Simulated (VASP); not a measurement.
A run of VASP 6.6.1:

INCAR

```
  PREC = Accurate
  ENCUT = 520
  EDIFF = 1E-6
  ISMEAR = 1
  SIGMA = 0.1
  LREAL = F
  LASPH = T
  NELM = 80
  ALGO = Normal
  ISIF = 2
  LWAVE = F
  LCHARG = T
  GGA = PS
  LELF = T
  LVHAR = T
  NBANDS = 14
```

The input KPOINTS:

```
regular mesh
0
Gamma
  11 11 11
```

Contents of POSCAR:

```
HfN
1.0
    0.0000000000      2.3970585830      2.3970585830
    2.3970585830      0.0000000000      2.3970585830
    2.3970585830      2.3970585830      0.0000000000
Hf N
1 1
Direct
    0.0000000000      0.0000000000      0.0000000000
    0.7500000000      0.7500000000      0.7500000000
```

Potentials or basis: VASP PAW PBE potentials, release 64 (Hf_pv, N).

The run is started by

```sh
$ cat potpaw_PBE.64/Hf_pv/POTCAR potpaw_PBE.64/N/POTCAR > POTCAR
$ mpirun -np 1 vasp_std > vasp.out
```

Hardware: 1 thread of Intel Xeon 8259CL (shared host).

**Question.** How long does it take, and how much memory?

**Answer.** Run time: 31 s on 1 thread of Intel Xeon 8259CL, with other jobs on the host, peak memory 0.17 GiB. Counts: scf iterations 13, k points 56.
